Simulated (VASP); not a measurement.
HfN, 2 atoms in the cell. The structure is cubic, space group Fm-3m (No. 225). Conventional cell: a = 4.512 Å, b = 4.512 Å, c = 4.512 Å, α = 90.00°, β = 90.00°, γ = 90.00°. Within 3.0 Å of Hf (site symmetry m-3m) lie 6 N at 2.26 Å. N (site symmetry m-3m) has 6 Hf at 2.26 Å within 3.0 Å. 

| Quantity | Value |
| --- | --- |
| Program | VASP 6.6.1 |
| Task | relaxation of cell and atoms |
| Functional | PBE |
| Potentials or basis | VASP PAW PBE potentials, release 64 (Hf_pv, N) |
| Cutoff | 600 eV |
| k mesh | 16 × 16 × 16 |
| Occupations | gaussian, width 0.1 eV |
| Spin | no spin polarisation |
| Dipole correction | no |
| Further INCAR settings | ALGO = Normal; EDIFF = 1e-06; IBRION = 2; EDIFFG = -0.005; NSW = 100; ISIF = 3 |

Potentials or basis: VASP PAW PBE potentials, release 64 (Hf_pv, N).

The run is started by

```sh
$ cat potpaw_PBE.64/Hf_pv/POTCAR potpaw_PBE.64/N/POTCAR > POTCAR
$ mpirun -np 1 vasp_std > vasp.out
```

Hardware: 1 thread of Intel(R) Xeon(R) Platinum 8259CL CPU @ 2.50GHz (Skylake/Cascade Lake), on a shared host.

How long does it take, and how much memory?

Run time: 110 s on 1 thread of Intel(R) Xeon(R) Platinum 8259CL CPU @ 2.50GHz (Skylake/Cascade Lake), with other jobs on the host, peak memory 0.2 GiB. Counts: scf iterations 27, k points 145, ion steps 3.
